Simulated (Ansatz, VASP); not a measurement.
# Two plane-wave programs on GaSi2Ir3

```
Ir Ga Si
1.0
     2.85121    4.93843    0.00000
    -2.85121    4.93843    0.00000
     0.00000    0.00000    3.37854
Ir Ga Si
3 1 2
Direct
  0.50000 0.50000 0.50000
  0.50000 0.00000 0.50000
  0.00000 0.50000 0.50000
  0.00000 0.00000 0.00000
  0.33330 0.33340 0.00000
  0.66660 0.66670 0.00000
```

Alike in both runs: task relaxation of cell and atoms; functional PBEsol; k mesh 4 × 4 × 5; no spin polarisation.

|  | VASP | Ansatz |
| --- | --- | --- |
| version | VASP 6.6.1 | Ansatz 0.2.0 |
| potentials or method | VASP PAW PBE potentials, release 64 (Ir, Ga_d, Si), cutoff 600 eV | PAW plane waves |
| occupations | fermi-dirac, width 0.1 eV | fermi-dirac |
| valence electrons in the cell | 48 | 72 |

|  | VASP | Ansatz | Ansatz less VASP |
| --- | --- | --- | --- |
| gap on the k mesh at the Fermi level, each at its own relaxed structure (eV) | none | none | - |
| relaxed volume (Å³/atom) | 15.81 | 15.75 | -0.062 |
| relaxed cell length with the largest relative difference (Å) | 3.692 | 3.687 | -0.0056 |

VASP's potentials were made for PBE, not for PBEsol. A gap of «none» marks a metal or a gap that the smearing closes. VASP's potentials hold 48 valence electrons a cell and Ansatz's 72, so a difference there can come from the potentials and not from the codes. Ansatz's warnings: structure snapped to symmetry.

The k mesh is coarse, so the values compare programs but aren't converged. Spin-orbit coupling is off throughout.
